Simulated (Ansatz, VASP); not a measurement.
# Two plane-wave programs on AlGa3As4

```
Al Ga As
1.0
     5.66286    0.00000    0.00000
     0.00000   -5.66286    0.00000
     0.00000    0.00000   -5.66286
Al Ga As
1 3 4
Direct
  0.00000 0.50000 0.50000
  0.50000 0.00000 0.50000
  0.50000 0.50000 0.00000
  0.00000 0.00000 0.00000
  0.25001 0.24999 0.24999
  0.74999 0.75001 0.24999
  0.74999 0.24999 0.75001
  0.25001 0.75001 0.75001
```

Alike in both runs: functional PBEsol; k mesh 6 × 6 × 6; occupations gaussian, width 0.02 eV; no spin polarisation.

Ansatz relaxed the structure, and its values are those at the end. VASP's run is a single point on that final structure, the one shown.

```csv
,VASP,Ansatz
version,VASP 6.6.1,Ansatz 0.2.0
potentials or method,"VASP PAW PBE potentials, release 64 (Al, Ga_d, As), cutoff 500 eV","scalar-relativistic, plane waves, PAW"
valence electrons in the cell,62,102
```

```csv
,VASP,Ansatz,Ansatz less VASP
gap on the k mesh at the Fermi level (eV),0.76,0.75,-0.013
least direct gap on the mesh (eV),0.76,0.75,-0.013
pressure (GPa),0.2,0.0,-0.16
```

VASP's potentials were made for PBE, not for PBEsol. With one functional, cell and mesh, what is left measures potentials, basis and numerics. VASP's potentials hold 62 valence electrons a cell and Ansatz's 102, so a difference there can come from the potentials and not from the codes.
